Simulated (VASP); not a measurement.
# AlNi (P4/mmm) in VASP: relaxation of cell and atoms with PBE

Aim: the relaxation of cell and atoms of AlNi with PBE.

Program: VASP 6.6.1. These are calculated values, not measurements. Logs are shortened: lines on timing, memory, paths and dates and some standing lists are left out, and cuts for length are marked.

## (1) The cell of the first run

The typed cell holds 2 atoms: a = 2.894 Å, b = 2.894 Å, c = 2.890 Å, α = 90.00°, β = 90.00°, γ = 90.00°.

## (2) Relaxation of cell and atoms, PBE

The input, INCAR:

```
SYSTEM = AlNi
PREC = Accurate
ENCUT = 600
EDIFF = 1E-7
ISMEAR = -1
SIGMA = 0.15
LREAL = .False.
LASPH = .True.
NELM = 120
ALGO = Normal
ISIF = 3
LWAVE = .False.
LCHARG = .False.
GGA = PE
IBRION = 2
NSW = 80
EDIFFG = -0.001
GGA_COMPAT = .False.
NELMIN = 4
```

The input, KPOINTS:

```
regular mesh
0
Gamma
  20 20 20
  0 0 0
```

The input, POSCAR:

```
AlNi
1.0
    2.8943154884      0.0000000000      0.0000000000
    0.0000000000      2.8943154884      0.0000000000
    0.0000000000      0.0000000000      2.8900989120
Al Ni
1 1
Direct
    0.0000000000      0.0000000000      0.0000000000
    0.5000000000      0.5000000000      0.5000000000
```

Potentials or basis: VASP PAW PBE potentials, release 64 (Al, Ni).

Run with:

```bash
cat potpaw_PBE.64/Al/POTCAR potpaw_PBE.64/Ni/POTCAR > POTCAR
mpirun -np 1 vasp_std > vasp.out
```

OUTCAR:

```text
SYSTEM = AlNi
   PREC = Accurate
   ENCUT = 600
   EDIFF = 1E-7
   ISMEAR = -1
   LREAL = .False.
   LASPH = .True.
   NELM = 120
   ISIF = 3
   GGA = PE
   IBRION = 2
   NSW = 80
   EDIFFG = -0.001
   NELMIN = 4

 ion  position               nearest neighbor table
   1  0.000  0.000  0.000-   2 2.51   2 2.51   2 2.51   2 2.51   2 2.51   2 2.51   2 2.51   2 2.51

   2  0.500  0.500  0.500-   1 2.51   1 2.51   1 2.51   1 2.51   1 2.51   1 2.51   1 2.51   1 2.51

  LATTYP: Found a simple tetragonal cell.
 ALAT       =     2.8943154884
 C/A-ratio  =     0.9985431525

  Lattice vectors:

 A1 = (   2.8943154884,   0.0000000000,   0.0000000000)
 A2 = (   0.0000000000,   2.8943154884,   0.0000000000)
 A3 = (   0.0000000000,   0.0000000000,   2.8900989120)

Analysis of symmetry for initial positions (statically):
=====================================================================
 Subroutine PRICEL returns:
 Original cell was already a primitive cell.

 Routine SETGRP: Setting up the symmetry group for a
 simple tetragonal supercell.

 Subroutine GETGRP returns: Found 16 space group operations
 (whereof 16 operations were pure point group operations)
 out of a pool of 16 trial point group operations.

The static configuration has the point symmetry D_4h.

Analysis of symmetry for dynamics (positions and initial velocities):
=====================================================================
 Subroutine PRICEL returns:
 Original cell was already a primitive cell.

 Routine SETGRP: Setting up the symmetry group for a
 simple tetragonal supercell.

 Subroutine GETGRP returns: Found 16 space group operations
 (whereof 16 operations were pure point group operations)
 out of a pool of 16 trial point group operations.

The dynamic configuration has the point symmetry D_4h.

 Subroutine INISYM returns: Found 16 space group operations
 (whereof 16 operations are pure point group operations),
 and found     1 'primitive' translations

----------------------------------------------------------------------------------------

                                     Primitive cell

  volume of cell :      24.2105

  direct lattice vectors                    reciprocal lattice vectors
     2.894315488  0.000000000  0.000000000     0.345504837  0.000000000  0.000000000
     0.000000000  2.894315488  0.000000000     0.000000000  0.345504837  0.000000000
     0.000000000  0.000000000  2.890098912     0.000000000  0.000000000  0.346008919

  length of vectors
     2.894315488  2.894315488  2.890098912     0.345504837  0.345504837  0.346008919

  position of ions in fractional coordinates (direct lattice)
     0.000000000  0.000000000  0.000000000
     0.500000000  0.500000000  0.500000000

  ion indices of the primitive-cell ions
   primitive index   ion index
                 1           1
                 2           2

----------------------------------------------------------------------------------------

 KPOINTS: regular mesh

Automatic generation of k-mesh.
 Grid dimensions read from file:
 generate k-points for:   20   20   20

 Generating k-lattice:

  Cartesian coordinates                     Fractional coordinates (reciprocal lattice)
     0.017275242  0.000000000  0.000000000     0.050000000  0.000000000  0.000000000
     0.000000000  0.017275242  0.000000000     0.000000000  0.050000000  0.000000000
     0.000000000  0.000000000  0.017300446     0.000000000  0.000000000  0.050000000

  Length of vectors
     0.017275242  0.017275242  0.017300446

  Shift w.r.t. Gamma in fractional coordinates (k-lattice)
     0.000000000  0.000000000  0.000000000

 Subroutine IBZKPT returns following result:
 ===========================================

 Found    726 irreducible k-points:

 Following reciprocal coordinates:
            Coordinates               Weight
  0.000000  0.000000  0.000000      1.000000
  0.050000  0.000000  0.000000      4.000000
  0.100000  0.000000  0.000000      4.000000
  0.150000  0.000000  0.000000      4.000000
  0.200000  0.000000  0.000000      4.000000
  0.250000  0.000000  0.000000      4.000000
[... 16 lines left out ...]
  0.150000  0.100000  0.000000      8.000000
  0.200000  0.100000  0.000000      8.000000
 [... further k-points ...]
   k-points           NKPTS =    726   k-points in BZ     NKDIM =    726   number of bands    NBANDS=     10
   number of dos      NEDOS =    301   number of ions     NIONS =      2
   total plane-waves  NPLWV =  13824
   dimension x,y,z NGX =    24 NGY =   24 NGZ =   24
   dimension x,y,z NGXF=    48 NGYF=   48 NGZF=   48
   ions per type =               1   1
   NGX,Y,Z   is equivalent  to a cutoff of  13.79, 13.79, 13.81 a.u.
   NGXF,Y,Z  is equivalent  to a cutoff of  27.57, 27.57, 27.61 a.u.
 SYSTEM =  AlNi
   PREC   = accura    normal or accurate (medium, high low for compatibility)
   ISTART =      0    job   : 0-new  1-cont  2-samecut
   ICHARG =      2    charge: 1-file 2-atom 10-const
   ISPIN  =      1    spin polarized calculation?
   LNONCOLLINEAR =      F non collinear calculations
   LSORBIT =      F    spin-orbit coupling
   LASPH  =      T    aspherical Exc in radial PAW
   ENCUT  =  600.0 eV  44.10 Ry    6.64 a.u.   5.78  5.78  5.77*2*pi/ulx,y,z
   NELM   =    120;   NELMIN=  4; NELMDL= -5     # of ELM steps
   EDIFF  = 0.1E-06   stopping-criterion for ELM
   LREAL  =      F    real-space projection
   EDIFFG = -.1E-02   stopping-criterion for IOM
   NSW    =     80    number of steps for IOM
   IBRION =      2    ionic relax: 0-MD 1-quasi-New 2-CG
   NFREE  =      1    steps in history (QN), initial steepest desc. (CG)
   ISIF   =      3    stress and relaxation
   ISYM   =      2    0-nonsym 1-usesym 2-fastsym
   POTIM  = 0.5000    time-step for ionic-motion
   TEBEG  =    0.0;   TEEND  =   0.0 temperature during run
   PSTRESS=    0.0 pullay stress
   NELECT =      13.0000    total number of electrons
   NUPDOWN=      -1.0000    fix difference up-down
   EMIN   =  10.00;   EMAX   =-10.00  energy-range for DOS
   EFERMI =   0.00;   METHOD = LEGACY
   ISMEAR =    -1;   SIGMA  =   0.15  broadening in eV -4-tet -1-fermi 0-gaus
   EFERMI_NEDOS =   21; number of points for ismear=-14 and -15
   IALGO  =     38    algorithm
   IMIX   =      4    mixing-type and parameters
     AMIX     =   0.40;   BMIX     =  1.00
     AMIX_MAG =   1.60;   BMIX_MAG =  1.00
  volume/ion in A,a.u.               =      12.11        81.69
  Fermi-wavevector in a.u.,A,eV,Ry     =   1.330621  2.514510 24.089836  1.770553
  Thomas-Fermi vector in A             =   2.459694
   LORBIT       =      0    0 simple, 1 ext, 2 COOP (PROOUT), +10 PAW based schemes
   GGA     = PE    functional components
   LHFCALC =     F    Hartree Fock is set to
   AEXX    =    0.0000 exact exchange contribution
   IVDW    =     0    specifies the selected vdW correction
   LEPSILON=     F    determine dielectric tensor
   LRPA    =     F    only Hartree local field effects (RPA)
 conjugate gradient relaxation of ions
 non-spin polarized calculation
  energy-cutoff  :      600.00
  volume of cell :       24.21
 maximum number of plane-waves:       840
 NGX is ok and might be reduce to    24
   NGX = 11   NGY = 11   NGZ = 11

--------------------------------------- Ionic step        1  -------------------------------------------

 number of electron      13.0000013 magnetization

 Free energy of the ion-electron system (eV)
  ---------------------------------------------------
  ext. energy  EPLUGINS =         0.00000000
  ---------------------------------------------------
  free energy    TOTEN  =       -10.57000399 eV

  energy without entropy =      -10.50564214  energy(sigma->0) =      -10.53782307

------------------------ aborting loop because EDIFF is reached ----------------------------------------

  FORCE on cell =-STRESS in cart. coord.  units (eV):
  Direction    XX          YY          ZZ          XY          YZ          ZX
  --------------------------------------------------------------------------------------
  -------------------------------------------------------------------------------------
  Total        0.0212706      0.0212706      0.0365032      0.0000000     -0.0000000      0.0000000
  in kB        1.4076228      1.4076228      2.4156684      0.0000000     -0.0000000      0.0000000
  external PRESSURE =       1.7436380 kB  Pullay stress =       0.0000000 kB
[... 89 lines left out ...]
  FREE ENERGIE OF THE ION-ELECTRON SYSTEM (eV)
  ---------------------------------------------------
  free  energy   TOTEN  =       -10.5700214695 eV

  energy  without entropy=      -10.5055855248  energy(sigma->0) =      -10.53780350

[... ionic steps 4 to 10 ...]

--------------------------------------- Ionic step       11  -------------------------------------------

 number of electron      13.0000013 magnetization

------------------------ aborting loop because EDIFF is reached ----------------------------------------

  FORCE on cell =-STRESS in cart. coord.  units (eV):
  Direction    XX          YY          ZZ          XY          YZ          ZX
  --------------------------------------------------------------------------------------
  -------------------------------------------------------------------------------------
  Total       -0.0029746     -0.0029746     -0.0033762      0.0000000      0.0000000      0.0000000
  in kB       -0.1966012     -0.1966012     -0.2231401      0.0000000      0.0000000      0.0000000
  external PRESSURE =      -0.2054475 kB  Pullay stress =       0.0000000 kB
[... 57 lines left out ...]
  energy  without entropy=      -10.5055897295  energy(sigma->0) =      -10.53780811

--------------------------------------- Ionic step       13  -------------------------------------------

 number of electron      13.0000013 magnetization

 Free energy of the ion-electron system (eV)
  ---------------------------------------------------
  ext. energy  EPLUGINS =         0.00000000
  ---------------------------------------------------
  free energy    TOTEN  =       -10.57002653 eV

  energy without entropy =      -10.50559099  energy(sigma->0) =      -10.53780876

 E-fermi :   9.8668     XC(G=0): -11.9836

 val. band max:        9.8627697451   @ k =   0.2500   0.0500   0.3500
 cond. band min:       9.8887608970   @ k =   0.3500   0.2000   0.1000
 fundamental gap:      0.0259911519
 Fermi energy:         9.8668129315

 k-point     1 :       0.0000    0.0000    0.0000
  band No.  band energies     occupation
      1      -1.1913      2.00000
      2       6.6746      2.00000
      3       6.6746      2.00000
      4       8.3202      1.99993
      5       8.3202      1.99993
      6       8.3202      1.99993
      7      15.2899      0.00000
      8      15.2899      0.00000
      9      15.2903      0.00000
     10      17.9259      0.00000
[... 287 lines left out ...]
 k-point    24 :       0.2000    0.1000    0.0000
  band No.  band energies     occupation
      1      -0.2892      2.00000
      2       6.5627      2.00000
      3       6.8262      2.00000
      4       7.9568      1.99999
      5       8.0649      1.99999
      6       8.2816      1.99995
      7      11.6783      0.00001
      8      14.5391      0.00000
      9      16.4356      0.00000
     10      18.8964      0.00000

 [... further k-points ...]

------------------------ aborting loop because EDIFF is reached ----------------------------------------

  FORCE on cell =-STRESS in cart. coord.  units (eV):
  Direction    XX          YY          ZZ          XY          YZ          ZX
  --------------------------------------------------------------------------------------
  -------------------------------------------------------------------------------------
  Total       -0.0012917     -0.0012917     -0.0012328      0.0000000      0.0000000      0.0000000
  in kB       -0.0853766     -0.0853766     -0.0814804      0.0000000      0.0000000      0.0000000
  external PRESSURE =      -0.0840779 kB  Pullay stress =       0.0000000 kB
[... 17 lines left out ...]
  FREE ENERGIE OF THE ION-ELECTRON SYSTEM (eV)
  ---------------------------------------------------
  free  energy   TOTEN  =       -10.5700265270 eV

  energy  without entropy=      -10.5055909886  energy(sigma->0) =      -10.53780876

 reached required accuracy - stopping structural energy minimisation
```

It took 18 min on 1 thread of Oxide Virtual Turin-like, shared host; peak memory 0.35 GiB.

What came out:

```yaml
Free_energy: -10.5700 eV
Relaxed_volume: 12.12 Å³/atom
Relaxed_cell: a = 2.894 Å, b = 2.894 Å, c = 2.894 Å, α = 90.00°, β = 90.00°, γ = 90.00°
Space_group_after_relaxing_to_0.1_Å: Pm-3m (No. 221)
Energy_gained_by_relaxing: 0.0 meV/atom
Ionic_steps: 13
Pressure_after_relaxing: 0.0 GPa
Band_gap_on_the_k_mesh: zero (an odd number of electrons rules out a gap without spin polarisation)
```

Final structure:
```xyz
2
Lattice="2.8941 0.0000 0.0000 0.0000 2.8941 0.0000 0.0000 0.0000 2.8941" Properties=species:S:1:pos:R:3 pbc="T T T"
Al    0.0000    0.0000    0.0000
Ni    1.4471    1.4471    1.4470
```

The gap in the log of VASP goes by the Fermi energy; the results here count the filled bands.